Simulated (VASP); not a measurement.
A run of VASP 6.6.1 is set up as follows.

File INCAR:

```
PREC = Accurate
ENCUT = 520
EDIFF = 1E-7
ISMEAR = -1
SIGMA = 0.1
LREAL = False
LASPH = True
NELM = 60
ALGO = Normal
ISIF = 2
LWAVE = False
LCHARG = True
GGA = RE
LELF = True
LVHAR = True
NBANDS = 12
```

Contents of KPOINTS:

```
Automatic mesh
0
Gamma
  8 8 8
```

POSCAR

```
Sb
1.0
    0.0000000000      3.5270443412      3.5270443412
    3.5270443412      0.0000000000      3.5270443412
    3.5270443412      3.5270443412      0.0000000000
Sb
2
Direct
    0.1250000000      0.1250000000      0.1250000000
    0.8750000000      0.8750000000      0.8750000000
```

Potentials or basis: VASP PAW PBE potentials, release 64 (Sb).

The run is started by

```sh
$ cat potpaw_PBE.64/Sb/POTCAR > POTCAR
$ mpirun -np 1 vasp_std > vasp.out
```

**Question.** What does it give for the band gap on the k mesh?

**Answer.** Zero (band 5 reaches 4.45 eV, above the bottom of band 6 at 3.34 eV).

**Question.** Estimate the pressure.

**Answer.** 0.0 GPa.

Caveat: the PAW data sets were made with another functional, which shifts forces and pressure a little; spin-orbit coupling is left out, which moves the levels of the heavy elements.
